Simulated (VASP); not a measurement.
Input of a VASP 6.6.1 run:

INCAR

```
SYSTEM = ZnSn2N2
PREC     = Accurate       ! precision mode
ENCUT    = 600            ! plane-wave cutoff, eV
EDIFF    = 1E-6           ! SCF threshold, eV
ISMEAR   = -1             ! smearing method
SIGMA    = 0.05           ! smearing width, eV
LREAL    = .FALSE.        ! projectors in reciprocal space
LASPH    = .TRUE.         ! aspherical terms in the spheres
NELM     = 100            ! most SCF steps
ALGO     = Normal         ! electronic algorithm
ISIF     = 3              ! what is computed and relaxed
LWAVE    = .FALSE.        ! write WAVECAR
LCHARG   = .FALSE.        ! write CHGCAR
GGA      = PS             ! functional
IBRION   = 2              ! ionic algorithm
NSW      = 60             ! ionic steps
EDIFFG   = -0.01          ! ionic threshold
```

Contents of KPOINTS:

```
Automatic mesh
0
G
  8 8 4
  0 0 0
```

Contents of POSCAR:

```
ZnSn2N2
1.0
    3.3523260000      0.0000000000      0.0000000000
    0.0000000000      3.3523260000      0.0000000000
    0.0000000000      0.0000000000      8.0642090000
Sn Zn N
2 1 2
Direct
    0.5000000000      0.5000000000      0.3058270000
    0.5000000000      0.5000000000      0.6941730000
    0.0000000000      0.0000000000      0.0000000000
    0.0000000000      0.5000000000      0.8541900000
    0.5000000000      0.0000000000      0.1458100000
```

Potentials or basis: VASP PAW PBE potentials, release 64 (Sn_d, Zn, N).

Run with:

```sh
$ cat potpaw_PBE.64/Sn_d/POTCAR potpaw_PBE.64/Zn/POTCAR potpaw_PBE.64/N/POTCAR > POTCAR
$ mpirun -np 1 vasp_std > vasp.out
```

Q: Estimate the band gap on the k mesh.

A: Zero (band 25 reaches 6.39 eV, above the bottom of band 26 at 4.57 eV).

Q: Estimate the relaxed volume.

A: 17.03 Å³/atom.

Final structure:
```xyz
5
Lattice="3.3040 0.0000 0.0000 0.0000 3.3040 0.0000 0.0000 0.0000 7.7986" Properties=species:S:1:pos:R:3 pbc="T T T"
Sn    1.6520    1.6520    2.4318
Sn    1.6520    1.6520    5.3667
Zn    3.3040    3.3040    0.0000
N     0.0000    1.6520    6.6442
N     1.6520    3.3040    1.1544
```

Caveat: the PAW data sets were made with another functional, which shifts forces and pressure a little; spin-orbit coupling is left out, which moves the levels of the heavy elements.
